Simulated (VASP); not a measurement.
# GeMo (Fd-3m) in VASP: further runs

GeMo is run at these levels: PBE; tasks: relaxation of cell and atoms, single point.

Program: VASP 6.6.1. These are calculated values, not measurements. Logs are shortened: lines on timing, memory, paths and dates and some standing lists are left out, and cuts for length are marked.

### 1 The cell of the first run

It takes space group Fd-3m (No. 227, cubic). The conventional cell has a = 6.357 Å, b = 6.357 Å, c = 6.357 Å, α = 90.00°, β = 90.00°, γ = 90.00°. Within 3.6 Å of Ge (site symmetry -43m) lie 10 Mo at 2.75 to 3.18 Å and 4 Ge at 2.75 Å. Within 3.6 Å of Mo (site symmetry -43m) lie 10 Ge at 2.75 to 3.18 Å and 4 Mo at 2.75 Å.

### 2 Relaxation of cell and atoms, PBE

File INCAR:

```
SYSTEM = GeMo
PREC = Accurate
ENCUT = 600
EDIFF = 1E-7
ISMEAR = 0
SIGMA = 0.1
LREAL = .False.
LASPH = .True.
NELM = 60
ALGO = Normal
ISIF = 3
LWAVE = .False.
LCHARG = .False.
GGA = PE
IBRION = 2
NSW = 90
EDIFFG = -0.04
```

File KPOINTS:

```
Automatic mesh
0
Gamma
  6 6 6
  0 0 0
```

File POSCAR:

```
GeMo
1.0
    0.0000000000      3.1785884524      3.1785884524
    3.1785884524      0.0000000000      3.1785884524
    3.1785884524      3.1785884524      0.0000000000
Ge Mo
2 2
Direct
    0.0000000000      0.0000000000      0.0000000000
    0.2500000000      0.2500000000      0.2500000000
    0.5000000000      0.5000000000      0.5000000000
    0.7500000000      0.7500000000      0.7500000000
```

Potentials or basis: VASP PAW PBE potentials, release 64 (Ge_d, Mo_sv).

The run is started by

```bash
> cat potpaw_PBE.64/Ge_d/POTCAR potpaw_PBE.64/Mo_sv/POTCAR > POTCAR
> mpirun -np 1 vasp_std > vasp.out
```

OUTCAR:

```text
SYSTEM = GeMo
   PREC = Accurate
   ENCUT = 600
   EDIFF = 1E-7
   ISMEAR = 0
   LREAL = .False.
   LASPH = .True.
   NELM = 60
   ISIF = 3
   GGA = PE
   IBRION = 2
   NSW = 90
   EDIFFG = -0.04

 ion  position               nearest neighbor table
   1  0.000  0.000  0.000-   2 2.75   4 2.75   4 2.75   4 2.75   4 2.75   2 2.75   2 2.75   2 2.75
                             3 3.18   3 3.18   3 3.18   3 3.18   3 3.18   3 3.18
   2  0.250  0.250  0.250-   1 2.75   3 2.75   1 2.75   1 2.75   1 2.75   3 2.75   3 2.75   3 2.75
                             4 3.18   4 3.18   4 3.18   4 3.18   4 3.18   4 3.18
   3  0.500  0.500  0.500-   2 2.75   4 2.75   2 2.75   2 2.75   2 2.75   4 2.75   4 2.75   4 2.75
                             1 3.18   1 3.18   1 3.18   1 3.18   1 3.18   1 3.18
   4  0.750  0.750  0.750-   1 2.75   3 2.75   3 2.75   3 2.75   3 2.75   1 2.75   1 2.75   1 2.75
                             2 3.18   2 3.18   2 3.18   2 3.18   2 3.18   2 3.18

  LATTYP: Found a face centered cubic cell.
 ALAT       =     6.3571769048

  Lattice vectors:

 A1 = (   0.0000000000,   3.1785884524,   3.1785884524)
 A2 = (   3.1785884524,   0.0000000000,   3.1785884524)
 A3 = (   3.1785884524,   3.1785884524,   0.0000000000)

Analysis of symmetry for initial positions (statically):
=====================================================================
 Subroutine PRICEL returns:
 Original cell was already a primitive cell.

 Routine SETGRP: Setting up the symmetry group for a
 face centered cubic supercell.

 Subroutine GETGRP returns: Found 48 space group operations
 (whereof 24 operations were pure point group operations)
 out of a pool of 48 trial point group operations.

The static configuration has the point symmetry T_d .
 The point group associated with its full space group is O_h .

Analysis of symmetry for dynamics (positions and initial velocities):
=====================================================================
 Subroutine PRICEL returns:
 Original cell was already a primitive cell.

 Routine SETGRP: Setting up the symmetry group for a
 face centered cubic supercell.

 Subroutine GETGRP returns: Found 48 space group operations
 (whereof 24 operations were pure point group operations)
 out of a pool of 48 trial point group operations.

The dynamic configuration has the point symmetry T_d .
 The point group associated with its full space group is O_h .

 Subroutine INISYM returns: Found 48 space group operations
 (whereof 24 operations are pure point group operations),
 and found     1 'primitive' translations

----------------------------------------------------------------------------------------

                                     Primitive cell

  volume of cell :      64.2293

  direct lattice vectors                    reciprocal lattice vectors
     0.000000000  3.178588452  3.178588452    -0.157302528  0.157302528  0.157302528
     3.178588452  0.000000000  3.178588452     0.157302528 -0.157302528  0.157302528
     3.178588452  3.178588452  0.000000000     0.157302528  0.157302528 -0.157302528

  length of vectors
     4.495202899  4.495202899  4.495202899     0.272455971  0.272455971  0.272455971

  position of ions in fractional coordinates (direct lattice)
     0.000000000  0.000000000  0.000000000
     0.250000000  0.250000000  0.250000000
     0.500000000  0.500000000  0.500000000
     0.750000000  0.750000000  0.750000000

  ion indices of the primitive-cell ions
   primitive index   ion index
                 1           1
                 2           2
                 3           3
                 4           4

----------------------------------------------------------------------------------------

 KPOINTS: Automatic mesh

Automatic generation of k-mesh.
 Grid dimensions read from file:
 generate k-points for:    6    6    6

 Generating k-lattice:

  Cartesian coordinates                     Fractional coordinates (reciprocal lattice)
    -0.026217088  0.026217088  0.026217088     0.166666667  0.000000000  0.000000000
     0.026217088 -0.026217088  0.026217088     0.000000000  0.166666667  0.000000000
     0.026217088  0.026217088 -0.026217088     0.000000000  0.000000000  0.166666667

  Length of vectors
     0.045409329  0.045409329  0.045409329

  Shift w.r.t. Gamma in fractional coordinates (k-lattice)
     0.000000000  0.000000000  0.000000000

 Subroutine IBZKPT returns following result:
 ===========================================

 Found     16 irreducible k-points:

 Following reciprocal coordinates:
            Coordinates               Weight
  0.000000  0.000000  0.000000      1.000000
  0.166667  0.000000  0.000000      8.000000
  0.333333  0.000000  0.000000      8.000000
  0.500000  0.000000  0.000000      4.000000
  0.166667  0.166667  0.000000      6.000000
  0.333333  0.166667  0.000000     24.000000
[... 8 lines left out ...]
 -0.333333  0.333333  0.166667     24.000000
 -0.333333  0.500000  0.166667     12.000000
   k-points           NKPTS =     16   k-points in BZ     NKDIM =     16   number of bands    NBANDS=     33
   number of dos      NEDOS =    301   number of ions     NIONS =      4
   total plane-waves  NPLWV =  46656
   dimension x,y,z NGX =    36 NGY =   36 NGZ =   36
   dimension x,y,z NGXF=    72 NGYF=   72 NGZF=   72
   ions per type =               2   2
   NGX,Y,Z   is equivalent  to a cutoff of  13.31, 13.31, 13.31 a.u.
   NGXF,Y,Z  is equivalent  to a cutoff of  26.63, 26.63, 26.63 a.u.
 SYSTEM =  GeMo
   PREC   = accura    normal or accurate (medium, high low for compatibility)
   ISTART =      0    job   : 0-new  1-cont  2-samecut
   ICHARG =      2    charge: 1-file 2-atom 10-const
   ISPIN  =      1    spin polarized calculation?
   LNONCOLLINEAR =      F non collinear calculations
   LSORBIT =      F    spin-orbit coupling
   LASPH  =      T    aspherical Exc in radial PAW
   ENCUT  =  600.0 eV  44.10 Ry    6.64 a.u.   8.98  8.98  8.98*2*pi/ulx,y,z
   NELM   =     60;   NELMIN=  2; NELMDL= -5     # of ELM steps
   EDIFF  = 0.1E-06   stopping-criterion for ELM
   LREAL  =      F    real-space projection
   EDIFFG = -.4E-01   stopping-criterion for IOM
   NSW    =     90    number of steps for IOM
   IBRION =      2    ionic relax: 0-MD 1-quasi-New 2-CG
   NFREE  =      1    steps in history (QN), initial steepest desc. (CG)
   ISIF   =      3    stress and relaxation
   ISYM   =      2    0-nonsym 1-usesym 2-fastsym
   POTIM  = 0.5000    time-step for ionic-motion
   TEBEG  =    0.0;   TEEND  =   0.0 temperature during run
   PSTRESS=    0.0 pullay stress
   NELECT =      56.0000    total number of electrons
   NUPDOWN=      -1.0000    fix difference up-down
   EMIN   =  10.00;   EMAX   =-10.00  energy-range for DOS
   EFERMI =   0.00;   METHOD = LEGACY
   ISMEAR =     0;   SIGMA  =   0.10  broadening in eV -4-tet -1-fermi 0-gaus
   EFERMI_NEDOS =   21; number of points for ismear=-14 and -15
   IALGO  =     38    algorithm
   IMIX   =      4    mixing-type and parameters
     AMIX     =   0.40;   BMIX     =  1.00
     AMIX_MAG =   1.60;   BMIX_MAG =  1.00
  volume/ion in A,a.u.               =      16.06       108.36
  Fermi-wavevector in a.u.,A,eV,Ry     =   1.563963  2.955462 33.279592  2.445981
  Thomas-Fermi vector in A             =   2.666657
   LORBIT       =      0    0 simple, 1 ext, 2 COOP (PROOUT), +10 PAW based schemes
   GGA     = PE    functional components
   LHFCALC =     F    Hartree Fock is set to
   AEXX    =    0.0000 exact exchange contribution
   IVDW    =     0    specifies the selected vdW correction
   LEPSILON=     F    determine dielectric tensor
   LRPA    =     F    only Hartree local field effects (RPA)
 conjugate gradient relaxation of ions
 non-spin polarized calculation
 Gauss-broadening in eV      SIGMA  =   0.10
  energy-cutoff  :      600.00
  volume of cell :       64.23
 maximum number of plane-waves:      2168
   NGX = 17   NGY = 17   NGZ = 17

--------------------------------------- Ionic step        1  -------------------------------------------

 number of electron      56.0000014 magnetization

 Free energy of the ion-electron system (eV)
  ---------------------------------------------------
  ext. energy  EPLUGINS =         0.00000000
  ---------------------------------------------------
  free energy    TOTEN  =       -29.96232831 eV

  energy without entropy =      -29.95683228  energy(sigma->0) =      -29.95958029

------------------------ aborting loop because EDIFF is reached ----------------------------------------

  FORCE on cell =-STRESS in cart. coord.  units (eV):
  Direction    XX          YY          ZZ          XY          YZ          ZX
  --------------------------------------------------------------------------------------
  -------------------------------------------------------------------------------------
  Total        0.2430360      0.2430360      0.2430360      0.0000000      0.0000000      0.0000000
  in kB        6.0624529      6.0624529      6.0624529      0.0000000      0.0000000      0.0000000
  external PRESSURE =       6.0624529 kB  Pullay stress =       0.0000000 kB
[... 23 lines left out ...]
  energy  without entropy=      -29.9568322758  energy(sigma->0) =      -29.95958029

--------------------------------------- Ionic step        2  -------------------------------------------

 number of electron      56.0000021 magnetization

 E-fermi :   9.9810     XC(G=0): -12.6360

 val. band max:        9.7902357408   @ k =   0.5000   0.3333   0.0000
 cond. band min:       9.9886610909   @ k =   0.5000   0.0000   0.0000
 fundamental gap:      0.1984253501
 Fermi energy:         9.9809932568

 k-point     1 :       0.0000    0.0000    0.0000
  band No.  band energies     occupation
      1     -50.8430      2.00000
      2     -50.6459      2.00000
      3     -25.0730      2.00000
      4     -25.0730      2.00000
      5     -25.0730      2.00000
      6     -24.6426      2.00000
[... 600 lines left out ...]
  energy  without entropy=      -29.9564624749  energy(sigma->0) =      -29.95914546

--------------------------------------- Ionic step        3  -------------------------------------------

 number of electron      56.0000017 magnetization

 Free energy of the ion-electron system (eV)
  ---------------------------------------------------
  ext. energy  EPLUGINS =         0.00000000
  ---------------------------------------------------
  free energy    TOTEN  =       -29.96276290 eV

  energy without entropy =      -29.95732800  energy(sigma->0) =      -29.96004545

 E-fermi :  10.0487     XC(G=0): -12.6633

 val. band max:        9.8642543860   @ k =   0.5000   0.3333   0.0000
 cond. band min:      10.0564499345   @ k =   0.5000   0.0000   0.0000
 fundamental gap:      0.1921955485
 Fermi energy:        10.0486565267

 k-point     1 :       0.0000    0.0000    0.0000
  band No.  band energies     occupation
      1     -50.7721      2.00000
      2     -50.5710      2.00000
      3     -25.0057      2.00000
      4     -25.0057      2.00000
      5     -25.0057      2.00000
      6     -24.5689      2.00000
[... 596 lines left out ...]
  FREE ENERGIE OF THE ION-ELECTRON SYSTEM (eV)
  ---------------------------------------------------
  free  energy   TOTEN  =       -29.9627629007 eV

  energy  without entropy=      -29.9573279989  energy(sigma->0) =      -29.96004545

 reached required accuracy - stopping structural energy minimisation
```

Wall time 68 s (1 thread of Intel Xeon Platinum 8488C (Sapphire Rapids), shared host); peak memory 0.23 GiB.

What came out:

| Item | Value |
| --- | --- |
| Free energy | -29.9628 eV |
| Relaxed volume | 16.12 Å³/atom |
| Relaxed cell | a = 4.501 Å, b = 4.501 Å, c = 4.501 Å, α = 60.00°, β = 60.00°, γ = 60.00° |
| Space group after relaxing (to 0.05 Å) | Fd-3m (No. 227) |
| Energy gained by relaxing | 0.1 meV/atom |
| Ionic steps | 3 |
| Pressure after relaxing | 0.0 GPa |

The path:
| step | energy change (eV) | largest force (eV/Å) | pressure (GPa) | volume (Å³) |
| --- | --- | --- | --- | --- |
| 1 | 0.0000 | 0.0000 | 0.61 | 64.23 |
| 2 | 0.0005 | 0.0000 | -1.00 | 64.80 |
| 3 | -0.0004 | 0.0000 | -0.01 | 64.47 |

Final structure:
```
Ge Mo
1.0
     0.00000    3.18259    3.18259
     3.18259    0.00000    3.18259
     3.18259    3.18259    0.00000
Ge Mo
2 2
Direct
  0.00000 0.00000 0.00000
  0.25000 0.25000 0.25000
  0.50000 0.50000 0.50000
  0.75000 0.75000 0.75000
```

(Part 1 of 2 ends here.)
